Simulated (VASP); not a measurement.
# OsO (Pm-3m) in VASP: a series of runs

Runs on OsO. Level: PBE. Tasks: single point, relaxation of cell and atoms.

Program: VASP 6.6.1. These are calculated values, not measurements. Logs are shortened: lines on timing, memory, paths and dates and some standing lists are left out, and cuts for length are marked.

## 1. The cell of the first run

Symmetry: Pm-3m, No. 221, cubic system. The conventional cell has a = 2.777 Å, b = 2.777 Å, c = 2.777 Å, α = 90.00°, β = 90.00°, γ = 90.00°. Os (site symmetry m-3m) has 8 O at 2.41 Å and 6 Os at 2.78 Å within 3.2 Å. O (site symmetry m-3m) has 8 Os at 2.41 Å and 6 O at 2.78 Å within 3.2 Å.

## 2. Single point, PBE, collinear spin

INCAR

```
ALGO = Normal ; EDIFF = 1E-6
ENCUT = 520 ; GGA = PE
ISIF = 2 ; ISMEAR = 0
ISPIN = 2 ; LASPH = True
LCHARG = True ; LELF = True
LMAXMIX = 4 ; LORBIT = 11
LREAL = False ; LVHAR = True
LWAVE = False ; MAGMOM = 1 0
NBANDS = 18 ; NELM = 150
PREC = Accurate ; SIGMA = 0.1
```

KPOINTS

```
k-points
0
Gamma
  6 6 6
```

POSCAR

```
OsO
1.0
    2.7771540023      0.0000000000      0.0000000000
    0.0000000000      2.7771540023      0.0000000000
    0.0000000000      0.0000000000      2.7771540023
Os O
1 1
Direct
    0.0000000000      0.0000000000      0.0000000000
    0.5000000000      0.5000000000      0.5000000000
```

Potentials or basis: VASP PAW PBE potentials, release 64 (Os, O).

Started as:

```
$ cat potpaw_PBE.64/Os/POTCAR potpaw_PBE.64/O/POTCAR > POTCAR
$ mpirun -np 1 vasp_std > vasp.out
```

OUTCAR:

```text
EDIFF = 1E-6
   ENCUT = 520
   GGA = PE
   ISIF = 2
   ISMEAR = 0
   ISPIN = 2
   LASPH = True
   LORBIT = 11
   LREAL = False
   NELM = 150
   PREC = Accurate

 ion  position               nearest neighbor table
   1  0.000  0.000  0.000-   2 2.41   2 2.41   2 2.41   2 2.41   2 2.41   2 2.41   2 2.41   2 2.41

   2  0.500  0.500  0.500-   1 2.41   1 2.41   1 2.41   1 2.41   1 2.41   1 2.41   1 2.41   1 2.41

  LATTYP: Found a simple cubic cell.
 ALAT       =     2.7771540023

  Lattice vectors:

 A1 = (   2.7771540023,   0.0000000000,   0.0000000000)
 A2 = (   0.0000000000,   2.7771540023,   0.0000000000)
 A3 = (   0.0000000000,   0.0000000000,   2.7771540023)

Analysis of symmetry for initial positions (statically):
=====================================================================
 Subroutine PRICEL returns:
 Original cell was already a primitive cell.

 Routine SETGRP: Setting up the symmetry group for a
 simple cubic supercell.

 Subroutine GETGRP returns: Found 48 space group operations
 (whereof 48 operations were pure point group operations)
 out of a pool of 48 trial point group operations.

The static configuration has the point symmetry O_h .

Analysis of symmetry for dynamics (positions and initial velocities):
=====================================================================
 Subroutine PRICEL returns:
 Original cell was already a primitive cell.

 Routine SETGRP: Setting up the symmetry group for a
 simple cubic supercell.

 Subroutine GETGRP returns: Found 48 space group operations
 (whereof 48 operations were pure point group operations)
 out of a pool of 48 trial point group operations.

The dynamic configuration has the point symmetry O_h .

Analysis of structural, dynamic, and magnetic symmetry:
=====================================================================
 Subroutine PRICEL returns:
 Original cell was already a primitive cell.

 Routine SETGRP: Setting up the symmetry group for a
 simple cubic supercell.

 Subroutine GETGRP returns: Found 48 space group operations
 (whereof 48 operations were pure point group operations)
 out of a pool of 48 trial point group operations.

The overall configuration has the point symmetry O_h .

 Subroutine INISYM returns: Found 48 space group operations
 (whereof 48 operations are pure point group operations),
 and found     1 'primitive' translations

----------------------------------------------------------------------------------------

                                     Primitive cell

  volume of cell :      21.4190

  direct lattice vectors                    reciprocal lattice vectors
     2.777154002  0.000000000  0.000000000     0.360080859  0.000000000  0.000000000
     0.000000000  2.777154002  0.000000000     0.000000000  0.360080859  0.000000000
     0.000000000  0.000000000  2.777154002     0.000000000  0.000000000  0.360080859

  length of vectors
     2.777154002  2.777154002  2.777154002     0.360080859  0.360080859  0.360080859

  position of ions in fractional coordinates (direct lattice)
     0.000000000  0.000000000  0.000000000
     0.500000000  0.500000000  0.500000000

  ion indices of the primitive-cell ions
   primitive index   ion index
                 1           1
                 2           2

----------------------------------------------------------------------------------------

 KPOINTS: k-points

Automatic generation of k-mesh.
 Grid dimensions read from file:
 generate k-points for:    6    6    6

 Generating k-lattice:

  Cartesian coordinates                     Fractional coordinates (reciprocal lattice)
     0.060013477  0.000000000  0.000000000     0.166666667  0.000000000  0.000000000
     0.000000000  0.060013477  0.000000000     0.000000000  0.166666667  0.000000000
     0.000000000  0.000000000  0.060013477     0.000000000  0.000000000  0.166666667

  Length of vectors
     0.060013477  0.060013477  0.060013477

  Shift w.r.t. Gamma in fractional coordinates (k-lattice)
     0.000000000  0.000000000  0.000000000

 Subroutine IBZKPT returns following result:
 ===========================================

 Found     20 irreducible k-points:

 Following reciprocal coordinates:
            Coordinates               Weight
  0.000000  0.000000  0.000000      1.000000
  0.166667  0.000000  0.000000      6.000000
  0.333333  0.000000  0.000000      6.000000
  0.500000  0.000000  0.000000      3.000000
  0.166667  0.166667  0.000000     12.000000
  0.333333  0.166667  0.000000     24.000000
[... 12 lines left out ...]
  0.500000  0.500000  0.333333      6.000000
  0.500000  0.500000  0.500000      1.000000
   k-points           NKPTS =     20   k-points in BZ     NKDIM =     20   number of bands    NBANDS=     18
   number of dos      NEDOS =    301   number of ions     NIONS =      2
   total plane-waves  NPLWV =  13824
   dimension x,y,z NGX =    24 NGY =   24 NGZ =   24
   dimension x,y,z NGXF=    48 NGYF=   48 NGZF=   48
   ions per type =               1   1
   NGX,Y,Z   is equivalent  to a cutoff of  14.37, 14.37, 14.37 a.u.
   NGXF,Y,Z  is equivalent  to a cutoff of  28.73, 28.73, 28.73 a.u.
 SYSTEM =  unknown system
   PREC   = accura    normal or accurate (medium, high low for compatibility)
   ISTART =      0    job   : 0-new  1-cont  2-samecut
   ICHARG =      2    charge: 1-file 2-atom 10-const
   ISPIN  =      2    spin polarized calculation?
   LNONCOLLINEAR =      F non collinear calculations
   LSORBIT =      F    spin-orbit coupling
   LASPH  =      T    aspherical Exc in radial PAW
   ENCUT  =  520.0 eV  38.22 Ry    6.18 a.u.   5.16  5.16  5.16*2*pi/ulx,y,z
   NELM   =    150;   NELMIN=  2; NELMDL= -5     # of ELM steps
   EDIFF  = 0.1E-05   stopping-criterion for ELM
   LREAL  =      F    real-space projection
   EDIFFG = 0.1E-04   stopping-criterion for IOM
   NSW    =      0    number of steps for IOM
   IBRION =     -1    ionic relax: 0-MD 1-quasi-New 2-CG
   NFREE  =      0    steps in history (QN), initial steepest desc. (CG)
   ISIF   =      2    stress and relaxation
   ISYM   =      2    0-nonsym 1-usesym 2-fastsym
   POTIM  = 0.5000    time-step for ionic-motion
   TEBEG  =    0.0;   TEEND  =   0.0 temperature during run
   PSTRESS=    0.0 pullay stress
   NELECT =      14.0000    total number of electrons
   NUPDOWN=      -1.0000    fix difference up-down
   EMIN   =  10.00;   EMAX   =-10.00  energy-range for DOS
   EFERMI =   0.00;   METHOD = LEGACY
   ISMEAR =     0;   SIGMA  =   0.10  broadening in eV -4-tet -1-fermi 0-gaus
   EFERMI_NEDOS =   21; number of points for ismear=-14 and -15
   IALGO  =     38    algorithm
   IMIX   =      4    mixing-type and parameters
     AMIX     =   0.40;   BMIX     =  1.00
     AMIX_MAG =   1.60;   BMIX_MAG =  1.00
  volume/ion in A,a.u.               =      10.71        72.27
  Fermi-wavevector in a.u.,A,eV,Ry     =   1.420750  2.684827 27.463761  2.018529
  Thomas-Fermi vector in A             =   2.541632
   LORBIT       =     11    0 simple, 1 ext, 2 COOP (PROOUT), +10 PAW based schemes
   GGA     = PE    functional components
   LHFCALC =     F    Hartree Fock is set to
   AEXX    =    0.0000 exact exchange contribution
   IVDW    =     0    specifies the selected vdW correction
   LEPSILON=     F    determine dielectric tensor
   LRPA    =     F    only Hartree local field effects (RPA)
 spin polarized calculation
 Gauss-broadening in eV      SIGMA  =   0.10
  energy-cutoff  :      520.00
  volume of cell :       21.42
 maximum number of plane-waves:       588
 NGX is ok and might be reduce to    24
   NGX = 11   NGY = 11   NGZ = 11

 number of electron      13.9999999 magnetization       0.0005759

 Free energy of the ion-electron system (eV)
  ---------------------------------------------------
  ext. energy  EPLUGINS =         0.00000000
  ---------------------------------------------------
  free energy    TOTEN  =       -13.97521105 eV

  energy without entropy =      -13.96541746  energy(sigma->0) =      -13.97031426

 E-fermi :   8.2632     XC(G=0): -13.4673

 val. band max:        8.2563440348   @ k =   0.5000   0.1667   0.0000
 cond. band min:       8.3026703218   @ k =   0.1667   0.1667   0.0000
 fundamental gap:      0.0463262870
 Fermi energy:         8.2632442307

 spin component 1

 k-point     1 :       0.0000    0.0000    0.0000
  band No.  band energies     occupation
      1     -12.9706      1.00000
      2       2.9912      1.00000
      3       2.9912      1.00000
      4       3.9083      1.00000
      5       3.9083      1.00000
      6       3.9083      1.00000
[... 10 lines left out ...]
     17      32.1985      0.00000
     18      32.1985      0.00000

 k-point     2 :       0.1667    0.0000    0.0000
  band No.  band energies     occupation
      1     -12.7116      1.00000
      2       1.3923      1.00000
      3       3.1594      1.00000
      4       3.5517      1.00000
      5       3.5517      1.00000
      6       4.6819      1.00000
[... 10 lines left out ...]
     17      33.0296      0.00000
     18      34.8154      0.00000

 k-point     3 :       0.3333    0.0000    0.0000
  band No.  band energies     occupation
      1     -12.1407      1.00000
      2      -0.7739      1.00000
      3       2.9076      1.00000
      4       2.9076      1.00000
      5       3.5212      1.00000
      6       7.2266      1.00000
[... 328 lines left out ...]
 k-point    19 :       0.5000    0.5000    0.3333
  band No.  band energies     occupation
      1     -11.1029      1.00000
      2      -0.1868      1.00000
      3      -0.1868      1.00000
      4       0.2419      1.00000
      5       8.0971      0.99060
      6       9.2304      0.00000
[... 10 lines left out ...]
     17      35.2348      0.00000
     18      39.3129      0.00000

 k-point    20 :       0.5000    0.5000    0.5000
  band No.  band energies     occupation
      1     -10.8736      1.00000
      2      -0.5925      1.00000
      3      -0.5925      1.00000
      4      -0.5925      1.00000
      5      10.1018      0.00000
      6      10.1018      0.00000
[... 10 lines left out ...]
     17      34.3731      0.00000
     18      42.3663      0.00000
 Fermi energy:         8.2632442307

 spin component 2

 k-point     1 :       0.0000    0.0000    0.0000
  band No.  band energies     occupation
      1     -12.9704      1.00000
      2       2.9912      1.00000
      3       2.9912      1.00000
      4       3.9085      1.00000
      5       3.9085      1.00000
      6       3.9085      1.00000
[... 10 lines left out ...]
     17      32.1987      0.00000
     18      32.1987      0.00000

 k-point     2 :       0.1667    0.0000    0.0000
  band No.  band energies     occupation
      1     -12.7114      1.00000
      2       1.3925      1.00000
      3       3.1594      1.00000
      4       3.5519      1.00000
      5       3.5519      1.00000
      6       4.6819      1.00000
[... 10 lines left out ...]
     17      33.0298      0.00000
     18      34.8156      0.00000

 k-point     3 :       0.3333    0.0000    0.0000
  band No.  band energies     occupation
      1     -12.1405      1.00000
      2      -0.7737      1.00000
      3       2.9079      1.00000
      4       2.9079      1.00000
      5       3.5212      1.00000
      6       7.2266      1.00000
[... 328 lines left out ...]
 k-point    19 :       0.5000    0.5000    0.3333
  band No.  band energies     occupation
      1     -11.1027      1.00000
      2      -0.1865      1.00000
      3      -0.1865      1.00000
      4       0.2422      1.00000
      5       8.0972      0.99058
      6       9.2309      0.00000
[... 10 lines left out ...]
     17      35.2352      0.00000
     18      39.3130      0.00000

 k-point    20 :       0.5000    0.5000    0.5000
  band No.  band energies     occupation
      1     -10.8734      1.00000
      2      -0.5922      1.00000
      3      -0.5922      1.00000
      4      -0.5922      1.00000
      5      10.1022      0.00000
      6      10.1022      0.00000
[... 10 lines left out ...]
     17      34.3735      0.00000
     18      42.3663      0.00000

------------------------ aborting loop because EDIFF is reached ----------------------------------------

  FORCE on cell =-STRESS in cart. coord.  units (eV):
  Direction    XX          YY          ZZ          XY          YZ          ZX
  --------------------------------------------------------------------------------------
  -------------------------------------------------------------------------------------
  Total        0.7111195      0.7111195      0.7111195      0.0000000     -0.0000000     -0.0000000
  in kB       53.1928496     53.1928496     53.1928496      0.0000000     -0.0000000     -0.0000000
  external PRESSURE =      53.1928496 kB  Pullay stress =       0.0000000 kB

 VOLUME and BASIS-vectors are now :
 -----------------------------------------------------------------------------
  energy-cutoff  :      520.00
  volume of cell :       21.42
      direct lattice vectors                 reciprocal lattice vectors
     2.777154002  0.000000000  0.000000000     0.360080859  0.000000000  0.000000000
     0.000000000  2.777154002  0.000000000     0.000000000  0.360080859  0.000000000
     0.000000000  0.000000000  2.777154002     0.000000000  0.000000000  0.360080859

 POSITION                                       TOTAL-FORCE (eV/Angst)
 -----------------------------------------------------------------------------------
      0.00000      0.00000      0.00000         0.000000      0.000000      0.000000
      1.38858      1.38858      1.38858         0.000000      0.000000      0.000000
 -----------------------------------------------------------------------------------
    total drift:                                0.000000      0.000000     -0.000000

  FREE ENERGIE OF THE ION-ELECTRON SYSTEM (eV)
  ---------------------------------------------------
  free  energy   TOTEN  =       -13.9752110525 eV

  energy  without entropy=      -13.9654174608  energy(sigma->0) =      -13.97031426

 total charge

# of ion       s       p       d       tot
------------------------------------------
    1        0.506   0.469   5.937   6.911
    2        1.653   3.172   0.000   4.825
--------------------------------------------------
tot          2.159   3.641   5.937  11.736

 magnetization (x)

# of ion       s       p       d       tot
------------------------------------------
    1       -0.000   0.000   0.001   0.000
    2        0.000   0.000   0.000   0.000
--------------------------------------------------
tot         -0.000   0.000   0.001   0.001
```

It took 8.6 s on 1 thread of AMD EPYC 9R45 (Zen 5), shared host; peak memory 0.13 GiB.

What came out:

| Property | Result |
| --- | --- |
| Free energy | -13.9752 eV |
| Pressure | 5.3 GPa |
| Band gap on the k mesh | zero (filled and empty bands overlap) |
| Net moment | 0.00 μB per cell |
| Valence electrons inside the program's atomic spheres | Os 6.91; O 4.83 |

Caveat: the k points lie up to 0.38 Å⁻¹ apart, too coarse for converged energies and pressures of a metal; spin-orbit coupling is left out, which moves the levels of the heavy elements.

## 3. Single point, PBE

This run uses another cell than the first one, of 10.87 Å³/atom.

INCAR

```
SYSTEM = OsO
PREC = Accurate ; ENCUT = 520
EDIFF = 1E-6 ; ISMEAR = 0
SIGMA = 0.1 ; LREAL = .False.
LASPH = .True. ; NELM = 60
ALGO = Normal ; ISIF = 2
LWAVE = .False. ; LCHARG = .True.
GGA = PE ; LELF = .True.
LVHAR = .True. ; NBANDS = 14
```

KPOINTS

```
Automatic mesh
0
Gamma
  20 20 20
  0 0 0
```

POSCAR

```
OsO
1.0
    2.7908153506      0.0000000000      0.0000000000
    0.0000000000      2.7908153506      0.0000000000
    0.0000000000      0.0000000000      2.7908153506
Os O
1 1
Direct
    0.0000000000      0.0000000000      0.0000000000
    0.5000000000      0.5000000000      0.5000000000
```

Potentials or basis: VASP PAW PBE potentials, release 64 (Os, O).

Started as:

```
$ cat potpaw_PBE.64/Os/POTCAR potpaw_PBE.64/O/POTCAR > POTCAR
$ mpirun -np 1 vasp_std > vasp.out
```

It took 36 s on 1 thread of AMD EPYC 9R45 (Zen 5), shared host; peak memory 0.18 GiB.

It converged, with:

| Item | Value |
| --- | --- |
| Free energy | -14.0037 eV |
| Pressure | 0.1 GPa |
| Band gap on the k mesh | zero (bands 7 and 8 overlap by 3.11 eV) |

Levels at points of the mesh, in eV from the Fermi level:
```tsv
k point	band 3	band 4	band 5	band 6	band 7	band 8	band 9	band 10	band 11	band 12
(0.00, 0.00, 0.00)	-5.30	-4.40	-4.40	-4.40	-2.42	0.42	0.42	0.42	17.57	17.57
(0.50, 0.00, 0.00)	-5.67	-5.67	-4.59	0.28	0.71	1.21	1.21	4.91	6.66	11.70
(0.50, 0.50, 0.00)	-6.87	-4.59	-3.86	-2.55	-1.44	-1.44	2.21	7.10	9.47	9.47
(0.50, 0.50, 0.50)	-8.82	-8.82	1.67	1.67	1.67	2.36	2.36	6.67	6.67	6.67
```

Caveat: spin-orbit coupling is left out, which moves the levels of the heavy elements.

## 4. Relaxation of cell and atoms, PBE

This run uses another cell than the first one, of 10.90 Å³/atom.

INCAR

```
PREC = Accurate
ENCUT = 600
EDIFF = 1E-6
ISMEAR = 0
SIGMA = 0.1
LREAL = False
LASPH = True
NELM = 60
ALGO = Normal
ISIF = 3
LWAVE = False
LCHARG = False
GGA = PE
IBRION = 2
NSW = 100
EDIFFG = -0.01
```

KPOINTS

```
Automatic mesh
0
Gamma
  20 20 20
```

POSCAR

```
OsO
1.0
    2.7934477327      0.0000000000      0.0000000000
    0.0000000000      2.7934477327      0.0000000000
    0.0000000000      0.0000000000      2.7934477327
Os O
1 1
Direct
    0.0000000000      0.0000000000      0.0000000000
    0.5000000000      0.5000000000      0.5000000000
```

Started as:

```
$ cat potpaw_PBE.64/Os/POTCAR potpaw_PBE.64/O/POTCAR > POTCAR
$ mpirun -np 1 vasp_std > vasp.out
```

Run time: 57 s. Hardware: 1 thread of AMD EPYC 9R45 (Zen 5), shared host; peak memory 0.2 GiB.

The run converged. Its results:

- Free energy: -14.0062 eV
- Relaxed volume: 10.87 Å³/atom
- Relaxed cell: a = 2.791 Å, b = 2.791 Å, c = 2.791 Å, α = 90.00°, β = 90.00°, γ = 90.00°
- Space group after relaxing (to 0.1 Å): Pm-3m (No. 221)
- Energy gained by relaxing: 0.1 meV/atom
- Ionic steps: 3
- Pressure after relaxing: 0.0 GPa
- Band gap on the k mesh: zero (bands 7 and 8 overlap by 3.10 eV)

Step by step:
```csv
step,energy change (eV),largest force (eV/Å),pressure (GPa),volume (Å³)
1,0.0000,0.0000,-0.71,21.80
2,0.0003,0.0000,1.27,21.65
3,-0.0001,0.0000,0.01,21.74
```

Final structure:
```
CELL_PARAMETERS angstrom
2.79109 0.00000 0.00000
0.00000 2.79109 0.00000
0.00000 0.00000 2.79109
ATOMIC_POSITIONS crystal
Os 0.00000 0.00000 0.00000
O 0.50000 0.50000 0.50000
```

Levels at points of the mesh, in eV from the Fermi level:
| k point | band 5 | band 6 | band 7 | band 8 | band 9 | band 10 |
| --- | --- | --- | --- | --- | --- | --- |
| (0.00, 0.00, 0.00) | -4.40 | -4.40 | -2.42 | 0.42 | 0.42 | 0.42 |
| (0.50, 0.00, 0.00) | -4.58 | 0.28 | 0.71 | 1.20 | 1.20 | 4.90 |
| (0.50, 0.50, 0.00) | -3.86 | -2.55 | -1.44 | -1.44 | 2.21 | 7.10 |
| (0.50, 0.50, 0.50) | 1.67 | 1.67 | 1.67 | 2.36 | 2.36 | 6.67 |

Caveat: spin-orbit coupling is left out, which moves the levels of the heavy elements.

## 5. Summary

| task | spin | cell | k mesh | cutoff (eV) | gap on the mesh (eV) | pressure (GPa) |
| --- | --- | --- | --- | --- | --- | --- |
| single point | collinear | a = 2.777 Å, 2 atoms | 6 × 6 × 6 | 520 | none | 5.3 |
| single point | off | a = 2.791 Å, 2 atoms | 20 × 20 × 20 | 520 | none | 0.1 |
| relaxation of cell and atoms | off | relaxed from a = 2.793 Å, 2 atoms | 20 × 20 × 20 | 600 | none | 0.0 |

Alike in all rows: level PBE; potentials or basis VASP PAW PBE potentials, release 64 (Os, O); smearing gaussian 0.1 eV.

Caveats: some runs use coarse meshes; spin-orbit coupling is left out, which moves the levels of the heavy elements.

Absolute energies hang on the potentials; compare differences alone.

The gap in the log of VASP goes by the Fermi energy; the results here count the filled bands.